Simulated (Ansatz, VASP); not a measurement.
**InSb in VASP and in Ansatz**

Contents of INCAR:

```
SYSTEM = InSb
  ALGO = Normal
  EDIFF = 1E-6
  ENCUT = 520
  GGA = PS
  ISIF = 2
  ISMEAR = 0
  LASPH = .True.
  LCHARG = .False.
  LREAL = .False.
  LWAVE = .False.
  NBANDS = 16
  NELM = 100
  PREC = Accurate
  SIGMA = 0.15
```

The input KPOINTS:

```
k-points
0
Gamma
  14 14 14
  0 0 0
```

Contents of POSCAR:

```
InSb
1.0
    0.0000000000      3.0245644463      2.8464176004
    3.0245644463      0.0000000000      2.8464176004
    3.0245644463      3.0245644463      0.0000000000
In Sb
1 1
Direct
    0.0000000000      0.0000000000      0.0000000000
    0.5000000000      0.5000000000      0.5000000000
```

Input for Ansatz:

```yaml
crystal:
  lattice:
    - [0.0, 3.0245644463, 2.8464176004]
    - [3.0245644463, 0.0, 2.8464176004]
    - [3.0245644463, 3.0245644463, 0.0]
  atoms:
    - { symbol: In, position: [0.0, 0.0, 0.0] }
    - { symbol: Sb, position: [0.5, 0.5, 0.5] }
basis:
  ecutwfc: 420
kpoints:
  mp_grid: { grid: [14, 14, 14] }
hamiltonian:
  xc: pbesol
  pseudopotentials: { kind: paw, azcp: { folder: soft_1 } }
scf:
  occupations: { method: gaussian, width: 0.15 }
output:
  forces: true
  stress: true
  eigenvalues: true
```

Alike in both runs: task single point; functional PBEsol; k mesh 14 × 14 × 14; occupations gaussian, width 0.15 eV; no spin polarisation.

|  | VASP | Ansatz |
| --- | --- | --- |
| version | VASP 6.6.1 | Ansatz 0.2.0 |
| potentials or method | VASP PAW PBE potentials, release 64 (In_d, Sb), cutoff 520 eV | scalar-relativistic, plane waves, PAW |
| valence electrons in the cell | 18 | 28 |

|  | VASP | Ansatz | Ansatz less VASP |
| --- | --- | --- | --- |
| gap on the k mesh at the Fermi level (eV) | none | none | - |
| pressure (GPa) | 4.0 | 4.0 | -0.04 |
| traceless stress, the component that is largest in VASP (GPa) | 5.62 | 5.62 | 0.000 |

VASP's potentials were made for PBE, not for PBEsol, and Ansatz warns of the same on its side. A gap of «none» marks a metal or a gap that the smearing closes. VASP's potentials hold 18 valence electrons a cell and Ansatz's 28, so a difference there can come from the potentials and not from the codes.

Neither program's run includes spin-orbit coupling.
